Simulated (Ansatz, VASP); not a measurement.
## One calculation of Au, two programs

Contents of INCAR:

```
SYSTEM = Au
  ALGO = Normal
  DIPOL = 0.5 0.5 0.500
  EDIFF = 1E-6
  ENCUT = 400
  GGA = PE
  GGA_COMPAT = .False.
  IDIPOL = 3
  ISIF = 2
  ISMEAR = 0
  LASPH = .True.
  LCHARG = .False.
  LDIPOL = .True.
  LREAL = .False.
  LWAVE = .False.
  NBANDS = 76
  NELM = 120
  NELMDL = -8
  PREC = Accurate
  SIGMA = 0.1
```

KPOINTS

```
k-points
0
Gamma
  1 8 1
  0 0 0
```

File POSCAR:

```
Au
1.0
    2.9402155410      0.0000000000      0.0000000000
    0.0000000000      4.1580926944      0.0000000000
    0.0000000000      0.0000000000     23.8206466230
Au
7
Direct
    0.5000000000      0.5000000000      0.3148529139
    0.0000000000      0.0000000000      0.3765686093
    0.5000000000      0.5000000000      0.4382843046
    0.0000000000      0.0000000000      0.5000000000
    0.5000000000      0.5000000000      0.5617156954
    0.0000000000      0.0000000000      0.6234313907
    0.5000000000      0.5000000000      0.6851470861
```

Input for Ansatz:

```yaml
crystal:
  lattice:
    - [2.940215541, 0.0, 0.0]
    - [0.0, 4.1580926944, 0.0]
    - [0.0, 0.0, 23.820646623]
  atoms:
    - { symbol: Au, position: [0.5, 0.5, 0.3148529139] }
    - { symbol: Au, position: [0.0, 0.0, 0.3765686093] }
    - { symbol: Au, position: [0.5, 0.5, 0.4382843046] }
    - { symbol: Au, position: [0.0, 0.0, 0.5] }
    - { symbol: Au, position: [0.5, 0.5, 0.5617156954] }
    - { symbol: Au, position: [0.0, 0.0, 0.6234313907] }
    - { symbol: Au, position: [0.5, 0.5, 0.6851470861] }
basis:
  ecutwfc: 420
kpoints:
  mp_grid: { grid: [1, 8, 1] }
hamiltonian:
  xc: pbe
scf:
  occupations: { method: gaussian, width: 0.1 }
output:
  forces: true
  stress: true
  eigenvalues: true
efield:
  axis: 3
  dipole_correction: true
  ramp_width: 0.04
```

Alike in both runs: task single point; functional PBE; k mesh 1 × 8 × 1; occupations gaussian, width 0.1 eV; no spin polarisation.

```csv
,VASP,Ansatz
version,VASP 6.6.1,Ansatz 0.2.0
potentials or method,"VASP PAW PBE potentials, release 64 (Au_sv_GW), cutoff 400 eV","scalar-relativistic, plane waves, PAW"
valence electrons in the cell,133,133
```

```csv
,VASP,Ansatz,Ansatz less VASP
gap on the k mesh at the Fermi level (eV),none,none,-
rms of the force components (eV/Å),0.302,0.300,-0.0017
```

Atom by atom the forces differ by 0.002 eV/Å (rms over components). A gap of «none» marks a metal or a gap that the smearing closes. The functional is the same, so the differences come from potentials, cutoffs and numerics.

Neither program's run includes spin-orbit coupling.
